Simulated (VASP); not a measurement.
# BaCu3 (Pm-3m) in VASP: further runs, part 3 of 3

VASP 6.6.1. The steps go on from the part before.

### 4 Single point, PBEsol

This run uses another cell than the first one, of 20.00 Å³/atom, 1.042 times its volume.

Input file INCAR:

```
SYSTEM = BaCu3
  PREC = Accurate
  ENCUT = 520
  EDIFF = 1E-7
  ISMEAR = 0
  SIGMA = 0.05
  LREAL = .FALSE.
  LASPH = .TRUE.
  NELM = 60
  ALGO = Normal
  ISIF = 2
  LWAVE = .FALSE.
  LCHARG = .FALSE.
  GGA = PS
  NBANDS = 30
```

Input file KPOINTS:

```
regular mesh
0
G
  8 8 8
  0 0 0
```

Input file POSCAR:

```
BaCu3
1.0
    4.3089985341      0.0000000000      0.0000000000
    0.0000000000      4.3089985341      0.0000000000
    0.0000000000      0.0000000000      4.3089985341
Ba Cu
1 3
Direct
    0.0000000000      0.0000000000      0.0000000000
    0.0000000000      0.5000000000      0.5000000000
    0.5000000000      0.5000000000      0.0000000000
    0.5000000000      0.0000000000      0.5000000000
```

On the command line:

```bash
$ cat potpaw_PBE.64/Ba_sv/POTCAR potpaw_PBE.64/Cu/POTCAR > POTCAR
$ mpirun -np 1 vasp_std > vasp.out
```

Run time: 44 s. Hardware: 1 thread of Intel Xeon 6975P-C (Granite Rapids), shared host; peak memory 0.22 GiB.

The run converged. Its results:

```yaml
Free_energy: -12.5575 eV
Pressure: 1.2 GPa
```

Levels at points of the mesh, in eV from the Fermi level:
```csv
k point,band 20,band 21,band 22,band 23,band 24,band 25
"(0.00, 0.00, 0.00)",-1.88,0.80,0.80,2.55,2.55,2.55
"(0.50, 0.00, 0.00)",-2.06,-1.88,1.12,1.12,1.13,3.18
"(0.50, 0.50, 0.00)",-2.20,-0.97,-0.14,-0.14,2.15,2.15
"(0.50, 0.50, 0.50)",-0.60,-0.43,-0.43,-0.43,2.42,2.42
```

Caveat: the PAW data sets were made with another functional, which shifts forces and pressure a little; spin-orbit coupling is left out, which moves the levels of the heavy elements.

### 5 Single point, PBEsol (volume scaled by 1.020)

Input file INCAR:

```
SYSTEM = BaCu3
PREC     = Accurate       ! precision mode
ENCUT    = 520            ! plane-wave cutoff, eV
EDIFF    = 1E-6           ! SCF threshold, eV
ISMEAR   = 0              ! smearing method
SIGMA    = 0.05           ! smearing width, eV
LREAL    = .False.        ! projectors in reciprocal space
LASPH    = .True.         ! aspherical terms in the spheres
NELM     = 100            ! most SCF steps
ALGO     = Normal         ! electronic algorithm
ISIF     = 2              ! what is computed and relaxed
LWAVE    = .False.        ! write WAVECAR
LCHARG   = .False.        ! write CHGCAR
GGA      = PS             ! functional
NBANDS   = 30             ! bands
```

Input file KPOINTS:

```
regular mesh
0
Gamma
  8 8 8
  0 0 0
```

Input file POSCAR:

```
BaCu3
1.0
    4.3375357799      0.0000000000      0.0000000000
    0.0000000000      4.3375357799      0.0000000000
    0.0000000000      0.0000000000      4.3375357799
Ba Cu
1 3
Direct
    0.0000000000      0.0000000000      0.0000000000
    0.0000000000      0.5000000000      0.5000000000
    0.5000000000      0.5000000000      0.0000000000
    0.5000000000      0.0000000000      0.5000000000
```

Potentials or basis: VASP PAW PBE potentials, release 64 (Ba_sv, Cu).

On the command line:

```bash
$ cat potpaw_PBE.64/Ba_sv/POTCAR potpaw_PBE.64/Cu/POTCAR > POTCAR
$ mpirun -np 1 vasp_std > vasp.out
```

OUTCAR:

```text
SYSTEM = BaCu3
   PREC = Accurate
   ENCUT = 520
   EDIFF = 1E-6
   ISMEAR = 0
   LREAL = .False.
   LASPH = .True.
   NELM = 100
   ISIF = 2
   GGA = PS

 ion  position               nearest neighbor table
   1  0.000  0.000  0.000-   2 3.07   3 3.07   4 3.07   2 3.07   4 3.07   2 3.07   3 3.07   2 3.07
                             3 3.07   4 3.07   4 3.07   3 3.07
   2  0.000  0.500  0.500-   1 3.07   1 3.07   1 3.07   1 3.07
   3  0.500  0.500  0.000-   1 3.07   1 3.07   1 3.07   1 3.07
   4  0.500  0.000  0.500-   1 3.07   1 3.07   1 3.07   1 3.07

  LATTYP: Found a simple cubic cell.
[... 991 lines left out ...]
  --------------------------------------------------------------------------------------
  -------------------------------------------------------------------------------------
  Total        0.1286683      0.1286683      0.1286683      0.0000000     -0.0000000      0.0000000
  in kB        2.5261136      2.5261136      2.5261136      0.0000000     -0.0000000      0.0000000
  external PRESSURE =       2.5261136 kB  Pullay stress =       0.0000000 kB

 VOLUME and BASIS-vectors are now :
 -----------------------------------------------------------------------------
  energy-cutoff  :      520.00
  volume of cell :       81.61
      direct lattice vectors                 reciprocal lattice vectors
     4.337535780  0.000000000  0.000000000     0.230545649  0.000000000  0.000000000
     0.000000000  4.337535780  0.000000000     0.000000000  0.230545649  0.000000000
     0.000000000  0.000000000  4.337535780     0.000000000  0.000000000  0.230545649

 POSITION                                       TOTAL-FORCE (eV/Angst)
 -----------------------------------------------------------------------------------
      0.00000      0.00000      0.00000         0.000000      0.000000      0.000000
      0.00000      2.16877      2.16877         0.000000      0.000000      0.000000
      2.16877      2.16877      0.00000         0.000000      0.000000      0.000000
      2.16877      0.00000      2.16877         0.000000      0.000000      0.000000
 -----------------------------------------------------------------------------------
    total drift:                                0.000000     -0.000000     -0.000000

  FREE ENERGIE OF THE ION-ELECTRON SYSTEM (eV)
  ---------------------------------------------------
  free  energy   TOTEN  =       -12.5654808905 eV

  energy  without entropy=      -12.5613641995  energy(sigma->0) =      -12.56342254
```

stdout:

```text
POSCAR found type information on POSCAR BaCu
 POSCAR found :  2 types and       4 ions
 scaLAPACK will be used
 -----------------------------------------------------------------------------
|                                                                             |
|                                                                             |
|     You enforced a specific xc type in the INCAR file but a different       |
|     I HOPE YOU KNOW WHAT YOU ARE DOING!                                     |
|                                                                             |
 -----------------------------------------------------------------------------

 LDA part: xc-table for (Slater+PW92), standard interpolation
 POSCAR, INCAR and KPOINTS ok, starting setup
 FFT: planning ... GRIDC
 FFT: planning ... GRID_SOFT
 FFT: planning ... GRID
 WAVECAR not read
 entering main loop
```

Run time: 41 s. Hardware: 1 thread of Intel Xeon 6975P-C (Granite Rapids), shared host; peak memory 0.22 GiB.

Results:

* Free energy: -12.5655 eV
* Pressure: 0.3 GPa

Caveat: the cell differs from its parent crystal (volume scaled by 1.020); the PAW data sets were made with another functional, which shifts forces and pressure a little; spin-orbit coupling is left out, which moves the levels of the heavy elements.

### 6 The runs side by side

```csv
cell,gap on the mesh (eV),pressure (GPa)
"a = 4.251 Å, 4 atoms",none,3.4
"a = 4.280 Å, 4 atoms",none,2.3
"a = 4.309 Å, 4 atoms",none,1.2
"a = 4.338 Å, 4 atoms",none,0.3
```

Alike in all rows: task single point; level PBEsol; potentials or basis VASP PAW PBE potentials, release 64 (Ba_sv, Cu); no spin polarisation; k mesh 8 × 8 × 8; cutoff (eV) 520; smearing gaussian 0.05 eV.

Caveats: the PAW data sets were made with another functional, which shifts forces and pressure a little; spin-orbit coupling is left out, which moves the levels of the heavy elements.

Absolute energies hang on the potentials; compare differences alone.
